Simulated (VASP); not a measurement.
Runs of VASP 6.6.1 on W. The structure is that of space group I4/mmm (No. 139), or close to it. The cells are those of the table. 

```csv
cell,gap on the mesh (eV),pressure (GPa)
"a = 2.773 Å, angles 105.4, 105.4, 118.0°, 1 atom",none,4.8
"a = 2.825 Å, angles 101.5, 101.5, 126.9°, 1 atom",none,18.3
"a = 2.778 Å, angles 114.7, 114.7, 99.4°, 1 atom",none,4.3
"a = 2.860 Å, angles 100.0, 100.0, 130.6°, 1 atom",none,(a)
```

Alike in all rows: task single point; level PBE; potentials or basis VASP PAW PBE potentials, release 64 (W_sv); no spin polarisation; k mesh 30 × 30 × 30; cutoff (eV) 500; smearing gaussian 0.15 eV.

Problem. Estimate the missing entries.

Solution. (a) 29.8.

Caveats: the cell stands under pressure; spin-orbit coupling is left out, which moves the levels of the heavy elements.

A k mesh can miss the band edges, and the runs leave out spin-orbit coupling on W.

A gap of «none» marks levels without a gap at the run's occupations.
